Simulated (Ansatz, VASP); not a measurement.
# Two plane-wave programs on AlN

```
CELL_PARAMETERS angstrom
0.00000 2.13941 2.13941
2.13941 0.00000 2.13941
2.13941 2.13941 0.00000
ATOMIC_POSITIONS crystal
Al 0.00000 0.00000 0.00000
N 0.25000 0.25000 0.25000
```

Alike in both runs: task single point; functional BHLYP; k mesh 5 × 5 × 5; occupations fermi-dirac, width 0.05 eV; no spin polarisation.

|  | VASP | Ansatz |
| --- | --- | --- |
| version | VASP 6.6.1 | Ansatz 0.2.0 |
| potentials or method | VASP PAW PBE potentials, release 64 (Al, N) | Ansatz PAW |
| plane-wave cutoff (eV) | 520 | 420 |
| valence electrons in the cell | 8 | 8 |

Ansatz gave:

* gap on the k mesh at the Fermi level (eV): 8.53
* least direct gap on the mesh (eV): 9.55
* pressure (GPa): 11.8

Q: Which values does VASP return?

A: gap on the k mesh at the Fermi level (eV): 8.57; least direct gap on the mesh (eV): 9.52; pressure (GPa): 12.6.

VASP's potentials were made for PBE, not for BHLYP.

The k mesh is coarse, so the values compare programs but aren't converged. Noted on Ansatz's run: odd divisions of the mesh miss points on the zone boundary, where band edges often lie, so the gap on the mesh can be too wide.
